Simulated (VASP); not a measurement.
Crystal: GeAs5.

```
Ge As
1.0
     6.10070    0.00000    0.00000
    -3.05035    5.28336    0.00000
     0.00000    0.00000    5.73470
Ge As
1 5
Direct
  0.00000 0.00000 0.00000
  0.67811 0.00000 0.50000
  0.32189 0.32189 0.50000
  0.00000 0.67811 0.50000
  0.66667 0.33333 0.00000
  0.33333 0.66667 0.00000
```

| Item | Value |
| --- | --- |
| Program | VASP 6.6.1 |
| Task | relaxation of cell and atoms |
| Functional | PBE |
| Potentials or basis | VASP PAW PBE potentials, release 64 (Ge_d, As) |
| Cutoff | 600 eV |
| k mesh | 3 × 3 × 4 |
| Occupations | gaussian, width 0.1 eV |
| Spin | no spin polarisation |

At the start: pressure -13.1 GPa; volume 30.81 Å³/atom.

Problem. Where does the relaxation end?

Solution. Over 13 steps the energy falls by 769.5 meV/atom and the volume is 20.31 Å³/atom (-34.1 %); space group P-62m (No. 189, to 0.05 Å).

The path:
| step | energy change (eV) | largest force (eV/Å) | pressure (GPa) | volume (Å³) |
| --- | --- | --- | --- | --- |
| 1 | 0.0000 | 0.5183 | -13.11 | 184.84 |
| 2 | -4.1773 | 0.4165 | -4.73 | 125.25 |
| 3 | -4.3291 | 0.2857 | -0.36 | 117.02 |
| 4 | -4.3309 | 0.2639 | 0.37 | 115.87 |
| 5 | -4.4231 | 0.3994 | 0.79 | 115.42 |
| 6 | -4.4402 | 0.4996 | 1.37 | 115.06 |
| 7 | -4.5147 | 0.6130 | 0.20 | 118.12 |
| 8 | -4.5465 | 0.0675 | -2.25 | 127.52 |
| 9 | -4.5769 | 0.4290 | -1.54 | 123.27 |
| 10 | -4.6025 | 0.0926 | -0.07 | 122.70 |
| 11 | -4.6033 | 0.0013 | -0.34 | 122.79 |
| 12 | -4.6154 | 0.0083 | -0.19 | 122.15 |
| 13 | -4.6172 | 0.0142 | -0.08 | 121.85 |

Final structure:
```xyz
6
Lattice="5.1344 0.0000 0.0000 -2.5672 4.4465 0.0000 0.0000 0.0000 5.3373" Properties=species:S:1:pos:R:3 pbc="T T T"
Ge    0.0000    0.0000    0.0000
As    3.6600    0.0000    2.6686
As    0.7372    1.2768    2.6686
As    3.3044    3.1697    2.6686
As    2.5672    1.4822    0.0000
As    0.0000    2.9643    0.0000
```

Caveat: the k points lie up to 0.47 Å⁻¹ apart in the final cell; the volume moved by over 15 % at a fixed basis, so the end points are rough.
